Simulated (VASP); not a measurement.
# Ir3O (Im-3m) in VASP: single point with PBE

Aim: the single point of Ir3O with PBE.

Everything below comes from runs of VASP 6.6.1. Logs are shortened: lines on timing, memory, paths and dates and some standing lists are left out, and cuts for length are marked.

### Step 1. The cell of the first run

It takes space group Im-3m (No. 229, cubic). Conventional cell: a = 4.949 Å, b = 4.949 Å, c = 4.949 Å, α = 90.00°, β = 90.00°, γ = 90.00°. Ir (site symmetry 4/mmm) has 4 Ir at 2.47 Å and 2 O at 2.47 Å within 3.3 Å. O (site symmetry m-3m) has 6 Ir at 2.47 Å within 3.3 Å.

### Step 2. Single point, PBE

Contents of POSCAR:

```
Ir3O
1.0
   -2.4742711657      2.4742711657      2.4742711657
    2.4742711657     -2.4742711657      2.4742711657
    2.4742711657      2.4742711657     -2.4742711657
Ir O
3 1
Direct
    0.0000000000      0.5000000000      0.5000000000
    0.5000000000      0.0000000000      0.5000000000
    0.5000000000      0.5000000000      0.0000000000
    0.0000000000      0.0000000000      0.0000000000
```

Contents of INCAR.step1:

```
SYSTEM = Ir3O
ALGO = Normal
EDIFF = 1E-6
ENCUT = 520
GGA = PE
ISIF = 2
ISMEAR = 0
LASPH = .True.
LCHARG = .True.
LMAXMIX = 4
LREAL = .False.
LWAVE = .False.
NBANDS = 24
NELM = 80
PREC = Accurate
SIGMA = 0.1
```

Contents of KPOINTS.step1:

```
k-points
0
Gamma
  14 14 14
  0 0 0
```

Contents of INCAR.step2:

```
SYSTEM = Ir3O
ALGO = Normal
EDIFF = 1E-6
ENCUT = 520
GGA = PE
ICHARG = 11
ISIF = 2
ISMEAR = -5
LASPH = .True.
LCHARG = .False.
LMAXMIX = 4
LORBIT = 11
LREAL = .False.
LWAVE = .False.
NEDOS = 2001
NELM = 80
PREC = Accurate
SIGMA = 0.1
```

Contents of KPOINTS.step2:

```
k-points
0
Gamma
  21 21 21
  0 0 0
```

Potentials or basis: VASP PAW PBE potentials, release 64 (Ir, O).

Run with:

```bash
$ cat potpaw_PBE.64/Ir/POTCAR potpaw_PBE.64/O/POTCAR > POTCAR
$ cp INCAR.step1 INCAR
$ cp KPOINTS.step1 KPOINTS
$ mpirun -np 1 vasp_std > vasp.out
$ cp INCAR.step2 INCAR
$ cp KPOINTS.step2 KPOINTS
$ mpirun -np 1 vasp_std > vasp.out
```

OUTCAR:

```text
SYSTEM = Ir3O
   EDIFF = 1E-6
   ENCUT = 520
   GGA = PE
   ICHARG = 11
   ISIF = 2
   ISMEAR = -5
   LASPH = .True.
   LORBIT = 11
   LREAL = .False.
   NELM = 80
   PREC = Accurate

 ion  position               nearest neighbor table
   1  0.000  0.500  0.500-   2 2.47   3 2.47   4 2.47   4 2.47   3 2.47   2 2.47
   2  0.500  0.000  0.500-   1 2.47   3 2.47   4 2.47   3 2.47   4 2.47   1 2.47
   3  0.500  0.500  0.000-   1 2.47   2 2.47   4 2.47   2 2.47   1 2.47   4 2.47
   4  0.000  0.000  0.000-   1 2.47   2 2.47   3 2.47   1 2.47   2 2.47   3 2.47

  LATTYP: Found a body centered cubic cell.
 ALAT       =     4.9485423314

  Lattice vectors:

 A1 = (  -2.4742711657,   2.4742711657,   2.4742711657)
 A2 = (   2.4742711657,  -2.4742711657,   2.4742711657)
 A3 = (   2.4742711657,   2.4742711657,  -2.4742711657)

Analysis of symmetry for initial positions (statically):
=====================================================================
 Subroutine PRICEL returns:
 Original cell was already a primitive cell.

 Routine SETGRP: Setting up the symmetry group for a
 body centered cubic supercell.

 Subroutine GETGRP returns: Found 48 space group operations
 (whereof 48 operations were pure point group operations)
 out of a pool of 48 trial point group operations.

The static configuration has the point symmetry O_h .

Analysis of symmetry for dynamics (positions and initial velocities):
=====================================================================
 Subroutine PRICEL returns:
 Original cell was already a primitive cell.

 Routine SETGRP: Setting up the symmetry group for a
 body centered cubic supercell.

 Subroutine GETGRP returns: Found 48 space group operations
 (whereof 48 operations were pure point group operations)
 out of a pool of 48 trial point group operations.

The dynamic configuration has the point symmetry O_h .

 Subroutine INISYM returns: Found 48 space group operations
 (whereof 48 operations are pure point group operations),
 and found     1 'primitive' translations

----------------------------------------------------------------------------------------

                                     Primitive cell

  volume of cell :      60.5901

  direct lattice vectors                    reciprocal lattice vectors
    -2.474271166  2.474271166  2.474271166     0.000000000  0.202079710  0.202079710
     2.474271166 -2.474271166  2.474271166     0.202079710  0.000000000  0.202079710
     2.474271166  2.474271166 -2.474271166     0.202079710  0.202079710  0.000000000

  length of vectors
     4.285563371  4.285563371  4.285563371     0.285783867  0.285783867  0.285783867

  position of ions in fractional coordinates (direct lattice)
     0.000000000  0.500000000  0.500000000
     0.500000000  0.000000000  0.500000000
     0.500000000  0.500000000  0.000000000
     0.000000000  0.000000000  0.000000000

  ion indices of the primitive-cell ions
   primitive index   ion index
                 1           1
                 2           2
                 3           3
                 4           4

----------------------------------------------------------------------------------------

 KPOINTS: k-points

Automatic generation of k-mesh.
 Grid dimensions read from file:
 generate k-points for:   21   21   21

 Generating k-lattice:

  Cartesian coordinates                     Fractional coordinates (reciprocal lattice)
     0.000000000  0.009622843  0.009622843     0.047619048  0.000000000  0.000000000
     0.009622843  0.000000000  0.009622843     0.000000000  0.047619048  0.000000000
     0.009622843  0.009622843  0.000000000     0.000000000  0.000000000  0.047619048

  Length of vectors
     0.013608756  0.013608756  0.013608756

  Shift w.r.t. Gamma in fractional coordinates (k-lattice)
     0.000000000  0.000000000  0.000000000

 TETIRR: Found  10986 inequivalent tetrahedra from    55566

 Subroutine IBZKPT returns following result:
 ===========================================

 Found    286 irreducible k-points:

 Following reciprocal coordinates:
            Coordinates               Weight
  0.000000  0.000000  0.000000      1.000000
  0.047619  0.000000  0.000000     12.000000
  0.095238  0.000000  0.000000     12.000000
  0.142857  0.000000  0.000000     12.000000
  0.190476  0.000000  0.000000     12.000000
  0.238095  0.000000  0.000000     12.000000
[... 16 lines left out ...]
  0.142857  0.095238  0.000000     48.000000
  0.190476  0.095238  0.000000     48.000000
 [... further k-points ...]
   k-points           NKPTS =    286   k-points in BZ     NKDIM =    286   number of bands    NBANDS=     20
   number of dos      NEDOS =   2001   number of ions     NIONS =      4
   total plane-waves  NPLWV =  32768
   dimension x,y,z NGX =    32 NGY =   32 NGZ =   32
   dimension x,y,z NGXF=    64 NGYF=   64 NGZF=   64
   ions per type =               3   1
   NGX,Y,Z   is equivalent  to a cutoff of  12.41, 12.41, 12.41 a.u.
   NGXF,Y,Z  is equivalent  to a cutoff of  24.83, 24.83, 24.83 a.u.
 SYSTEM =  Ir3O
   PREC   = accura    normal or accurate (medium, high low for compatibility)
   ISTART =      0    job   : 0-new  1-cont  2-samecut
   ICHARG =     11    charge: 1-file 2-atom 10-const
   ISPIN  =      1    spin polarized calculation?
   LNONCOLLINEAR =      F non collinear calculations
   LSORBIT =      F    spin-orbit coupling
   LASPH  =      T    aspherical Exc in radial PAW
   ENCUT  =  520.0 eV  38.22 Ry    6.18 a.u.   7.97  7.97  7.97*2*pi/ulx,y,z
   NELM   =     80;   NELMIN=  2; NELMDL=  0     # of ELM steps
   EDIFF  = 0.1E-05   stopping-criterion for ELM
   LREAL  =      F    real-space projection
   EDIFFG = 0.1E-04   stopping-criterion for IOM
   NSW    =      0    number of steps for IOM
   IBRION =     -1    ionic relax: 0-MD 1-quasi-New 2-CG
   NFREE  =      0    steps in history (QN), initial steepest desc. (CG)
   ISIF   =      2    stress and relaxation
   ISYM   =      2    0-nonsym 1-usesym 2-fastsym
   POTIM  = 0.5000    time-step for ionic-motion
   TEBEG  =    0.0;   TEEND  =   0.0 temperature during run
   PSTRESS=    0.0 pullay stress
   NELECT =      33.0000    total number of electrons
   NUPDOWN=      -1.0000    fix difference up-down
   EMIN   =  10.00;   EMAX   =-10.00  energy-range for DOS
   EFERMI =   0.00;   METHOD = LEGACY
   ISMEAR =    -5;   SIGMA  =   0.10  broadening in eV -4-tet -1-fermi 0-gaus
   EFERMI_NEDOS =   21; number of points for ismear=-14 and -15
   IALGO  =     38    algorithm
   IMIX   =      4    mixing-type and parameters
     AMIX     =   0.40;   BMIX     =  1.00
     AMIX_MAG =   1.60;   BMIX_MAG =  1.00
  volume/ion in A,a.u.               =      15.15       102.22
  Fermi-wavevector in a.u.,A,eV,Ry     =   1.336941  2.526452 24.319200  1.787411
  Thomas-Fermi vector in A             =   2.465528
   LORBIT       =     11    0 simple, 1 ext, 2 COOP (PROOUT), +10 PAW based schemes
   GGA     = PE    functional components
   LHFCALC =     F    Hartree Fock is set to
   AEXX    =    0.0000 exact exchange contribution
   IVDW    =     0    specifies the selected vdW correction
   LEPSILON=     F    determine dielectric tensor
   LRPA    =     F    only Hartree local field effects (RPA)
 non-spin polarized calculation
 Fermi weights with tetrahedron method with Bloechl corrections
  energy-cutoff  :      520.00
  volume of cell :       60.59
 maximum number of plane-waves:      1656

 number of electron      33.0000009 magnetization

 Free energy of the ion-electron system (eV)
  ---------------------------------------------------
  ext. energy  EPLUGINS =         0.00000000
  ---------------------------------------------------
  free energy    TOTEN  =       -26.75470010 eV

  energy without entropy =      -26.75470010  energy(sigma->0) =      -26.75470010

 E-fermi :   6.6903     XC(G=0): -12.4414

 val. band max:        6.7098034843   @ k =   0.2857   0.2381   0.0476
 cond. band min:       6.5804783947   @ k =   0.1905   0.1905   0.1905
 fundamental gap:     -0.1293250896
 Fermi energy:         6.6903471032

 k-point     1 :       0.0000    0.0000    0.0000
  band No.  band energies     occupation
      1     -11.7133      2.00000
      2      -1.1643      2.00000
      3       0.4510      2.00000
      4       0.4510      2.00000
      5       0.7254      2.00000
      6       0.7254      2.00000
[... 12 lines left out ...]
     19       7.4450      0.00000
     20      10.6897      0.00000

 k-point     2 :       0.0476    0.0000    0.0000
  band No.  band energies     occupation
      1     -11.7087      2.00000
      2      -1.1408      2.00000
      3       0.4619      2.00000
      4       0.4811      2.00000
      5       0.7277      2.00000
      6       0.7402      2.00000
[... 12 lines left out ...]
     19       7.4220      0.00000
     20      10.4157      0.00000

 k-point     3 :       0.0952    0.0000    0.0000
  band No.  band energies     occupation
      1     -11.6955      2.00000
      2      -1.0732      2.00000
      3       0.4951      2.00000
      4       0.5709      2.00000
      5       0.7342      2.00000
      6       0.7848      2.00000
[... 12 lines left out ...]
     19       7.3573      0.00000
     20       9.8474      0.00000

 k-point     4 :       0.1429    0.0000    0.0000
  band No.  band energies     occupation
      1     -11.6748      2.00000
      2      -0.9708      2.00000
      3       0.5508      2.00000
      4       0.7185      2.00000
      5       0.7443      2.00000
      6       0.8611      2.00000
[... 429 lines left out ...]
 k-point    23 :       0.1429    0.0952    0.0000
  band No.  band energies     occupation
      1     -11.6376      2.00000
      2      -0.7949      2.00000
      3       0.6545      2.00000
      4       0.7930      2.00000
      5       0.9656      2.00000
      6       1.0216      2.00000
[... 12 lines left out ...]
     19       7.2328      0.00000
     20       8.2345      0.00000

 k-point    24 :       0.1905    0.0952    0.0000
  band No.  band energies     occupation
      1     -11.6090      2.00000
      2      -0.6732      2.00000
      3       0.7320      2.00000
      4       0.8442      2.00000
      5       1.0732      2.00000
      6       1.1992      2.00000
[... 12 lines left out ...]
     19       7.4475      0.00000
     20       7.7643      0.00000

 [... further k-points ...]

------------------------ aborting loop because EDIFF is reached ----------------------------------------

  FORCE on cell =-STRESS in cart. coord.  units (eV):
  Direction    XX          YY          ZZ          XY          YZ          ZX
  --------------------------------------------------------------------------------------
  -------------------------------------------------------------------------------------
  Total       -0.0485869     -0.0485869     -0.0485869     -0.0000000     -0.0000000      0.0000000
  in kB       -1.2847780     -1.2847780     -1.2847780     -0.0000000     -0.0000000      0.0000000
  external PRESSURE =      -1.2847780 kB  Pullay stress =       0.0000000 kB

 VOLUME and BASIS-vectors are now :
 -----------------------------------------------------------------------------
  energy-cutoff  :      520.00
  volume of cell :       60.59
      direct lattice vectors                 reciprocal lattice vectors
    -2.474271166  2.474271166  2.474271166     0.000000000  0.202079710  0.202079710
     2.474271166 -2.474271166  2.474271166     0.202079710  0.000000000  0.202079710
     2.474271166  2.474271166 -2.474271166     0.202079710  0.202079710  0.000000000

 POSITION                                       TOTAL-FORCE (eV/Angst)
 -----------------------------------------------------------------------------------
      2.47427      0.00000      0.00000         0.000000      0.000000     -0.000000
      0.00000      2.47427      0.00000        -0.000000     -0.000000      0.000000
      0.00000      0.00000      2.47427        -0.000000      0.000000      0.000000
      0.00000      0.00000      0.00000        -0.000000      0.000000     -0.000000
 -----------------------------------------------------------------------------------
    total drift:                               -0.000000     -0.000000      0.000000

  FREE ENERGIE OF THE ION-ELECTRON SYSTEM (eV)
  ---------------------------------------------------
  free  energy   TOTEN  =       -26.7547001035 eV

  energy  without entropy=      -26.7547001035  energy(sigma->0) =      -26.75470010

 total charge

# of ion       s       p       d       tot
------------------------------------------
    1        0.684   0.516   6.967   8.166
    2        0.684   0.516   6.967   8.166
    3        0.684   0.516   6.967   8.166
    4        1.635   3.120   0.000   4.755
--------------------------------------------------
tot          3.686   4.667  20.900  29.253
```

Wall time 7.7 min (1 thread of Intel Xeon 8259CL, shared host); peak memory 0.42 GiB.

Results:

- Valence electrons inside the program's atomic spheres: Ir 8.17; O 4.75

Levels at points of the mesh, in eV from the Fermi level:
| k point | band 13 | band 14 | band 15 | band 16 | band 17 | band 18 | band 19 | band 20 |
| --- | --- | --- | --- | --- | --- | --- | --- | --- |
| (0.00, 0.00, 0.00) | -0.76 | -0.76 | -0.41 | -0.41 | 0.75 | 0.75 | 0.75 | 4.00 |

Caveat: spin-orbit coupling is left out, which moves the levels of the heavy elements; an odd number of electrons without spin polarisation forces a metal; a magnetic or distorted state may lie lower.
